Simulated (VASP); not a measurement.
## HC18F: single point with PBE

The system is HC18F, a slab with vacuum.

```
CELL_PARAMETERS angstrom
7.39800 0.00000 0.00000
-3.69900 6.40686 0.00000
0.00000 0.00000 12.00000
ATOMIC_POSITIONS crystal
C 0.00706 0.99719 0.06936
C 0.22787 0.10694 0.07535
C 0.00716 0.33138 0.10568
C 0.23570 0.44576 0.07966
C 0.00704 0.66555 0.06948
C 0.22787 0.77670 0.07534
C 0.33579 0.99578 0.08076
C 0.56353 0.10950 0.10733
C 0.34264 0.33412 0.07452
C 0.56283 0.44335 0.06858
C 0.34265 0.66430 0.07445
C 0.56283 0.77519 0.06828
C 0.67726 0.99758 0.07674
C 0.89200 0.10430 0.07729
C 0.67718 0.33534 0.07727
C 0.89199 0.44337 0.07776
C 0.67381 0.66477 0.06489
C 0.89572 0.77573 0.06546
F 0.56822 0.11122 0.23292
H 0.00456 0.32934 0.19888
```

* Program: VASP 6.6.1
* Task: single point
* Functional: PBE
* Potentials or basis: VASP PAW PBE potentials, release 64 (C, F, H)
* Cutoff: 520 eV
* k mesh: 2 × 2 × 1
* Occupations: gaussian, width 0.02 eV
* Spin: no spin polarisation
* Dipole correction: no
* Further INCAR settings: LREAL = Auto; ALGO = Normal; EDIFF = 1e-06; NBANDS = 56

| Property | Result |
| --- | --- |
| Largest force | 0.208 eV/Å |
| Band gap on the k mesh | 0.33 eV |

Forces in eV/Å, atoms in the order of the input:
```
C    0.025  0.002 -0.012
C   -0.006  0.014  0.004
C    0.027  0.002  0.003
C   -0.021 -0.020  0.003
C    0.004  0.017  0.007
C    0.000 -0.015  0.002
C    0.029  0.011  0.004
C   -0.005 -0.003 -0.179
C    0.018 -0.008 -0.008
C   -0.010 -0.005 -0.008
C   -0.002  0.020 -0.014
C   -0.016 -0.004 -0.002
C   -0.034 -0.009 -0.007
C   -0.004  0.020  0.001
C   -0.005 -0.012 -0.021
C   -0.003 -0.009 -0.009
C    0.004 -0.005  0.009
C    0.007 -0.007 -0.001
F   -0.002  0.002  0.208
H   -0.006  0.008  0.021
```

Levels at points of the mesh, in eV from the valence-band top:
| k point | band 36 | band 37 | band 38 | band 39 | band 40 | band 41 | band 42 | band 43 | band 44 | band 45 |
| --- | --- | --- | --- | --- | --- | --- | --- | --- | --- | --- |
| (0.00, 0.00, 0.00) | -2.95 | -2.74 | -2.65 | -1.61 | 0.00 | 0.33 | 1.53 | 2.47 | 3.60 | 4.53 |
| (0.50, 0.00, 0.00) | -2.65 | -2.49 | -2.42 | -2.37 | -2.17 | 1.80 | 2.07 | 2.60 | 2.76 | 2.77 |
| (0.00, 0.50, 0.00) | -3.55 | -2.48 | -2.41 | -2.24 | -1.10 | 0.67 | 2.13 | 2.62 | 2.83 | 3.90 |
| (0.50, 0.50, 0.00) | -3.55 | -2.48 | -2.41 | -2.24 | -1.10 | 0.66 | 2.13 | 2.62 | 2.83 | 3.90 |

It took 7.6 min on 1 thread of Intel Xeon 8259CL, on a shared host, peak memory 0.6 GiB.

Caveat: the k points lie up to 0.49 Å⁻¹ apart; there is no dipole correction, which matters where the two faces differ; semilocal functionals underestimate gaps, and a narrow one can read as zero.
